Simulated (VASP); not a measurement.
Runs of VASP 6.6.1 on Al2Fe. The structure is that of space group Fd-3m (No. 227), or close to it. The cells are those of the table. 

```csv
task,cell,k mesh,cutoff (eV),gap on the mesh (eV),pressure (GPa),moment (μB)
single point,"a = 4.889 Å, angles 60.0°, 6 atoms",4 × 4 × 4,520,none,5.2,(a)
single point,"a = 5.000 Å, angles 60.0°, 6 atoms",4 × 4 × 4,520,none,0.1,4.57
single point,"a = 4.993 Å, angles 60.0°, 6 atoms",10 × 10 × 10,520,none,0.1,(b)
relaxation of cell and atoms,"relaxed from a = 4.889 Å, angles 60.0°, 6 atoms",4 × 4 × 4,600,none,0.4,4.55
```

Alike in all rows: level PBE; potentials or basis VASP PAW PBE potentials, release 64 (Al, Fe); spin collinear, ferromagnetic start; smearing gaussian 0.1 eV.

Question: Fill in the values left out.

Answer: (a) 3.58; (b) 4.31.

Caveats: some runs use coarse meshes.

A gap of «none» marks levels without a gap at the run's occupations.
